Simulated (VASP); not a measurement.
Set up this calculation in VASP 6.6.1, as the native input.

```yaml
Task: single point
Functional: PBE
Potentials_or_basis: VASP PAW PBE potentials, release 64 (Si, C)
Cutoff: 600 eV
k_mesh: 10 × 10 × 6
Occupations: gaussian, width 0.05 eV
Spin: no spin polarisation
Dipole_correction: no
Further_INCAR_settings: ALGO = Normal; EDIFF = 1e-06; NBANDS = 16
```

The structure of SiC lies in POSCAR:

```
SiC
1.0
    0.0000000000     -2.1898640950     -2.1898640950
    0.0000000000      2.1898640950     -2.1898640950
    4.3797281900      0.0000000000      0.0000000000
Si C
2 2
Direct
    0.5168500627      0.5168500627      0.5000000000
   -0.0168500627     -0.0168500627      0.0000000000
    0.9400647737      0.5599352263      0.2500000000
    0.5599352263     -0.0599352263      0.7500000000
```

This cell differs from its parent crystal: mode 7 (741.2 1/cm) frozen in, largest displacement +0.263 Å.

These files were run (other wordings do the same):

INCAR

```
SYSTEM = SiC
ALGO = Normal
EDIFF = 1E-6
ENCUT = 600
GGA = PE
GGA_COMPAT = .False.
ISIF = 2
ISMEAR = 0
LASPH = .True.
LCHARG = .False.
LREAL = .False.
LWAVE = .False.
NBANDS = 16
NELM = 120
PREC = Accurate
SIGMA = 0.05
```

KPOINTS

```
k-points
0
Gamma
  10 10 6
  0 0 0
```

Potentials or basis: VASP PAW PBE potentials, release 64 (Si, C).

Launch:

```sh
$ cat potpaw_PBE.64/Si/POTCAR potpaw_PBE.64/C/POTCAR > POTCAR
$ mpirun -np 1 vasp_std > vasp.out
```

It gave:

* Pressure: 16.8 GPa
* Largest force: 6.311 eV/Å
* Band gap on the k mesh: 0.76 eV, indirect (least direct gap 1.80 eV)

Caveat: the cell differs from its parent crystal (mode 7 (741.2 1/cm) frozen in, largest displacement +0.263 Å); forces of over 1 eV/Å act on the atoms, so gaps and moduli don't describe the material at rest.

It took 39 s on 1 thread of Intel(R) Xeon(R) 6975P-C (Granite Rapids), with other jobs on the host, peak memory 0.22 GiB.
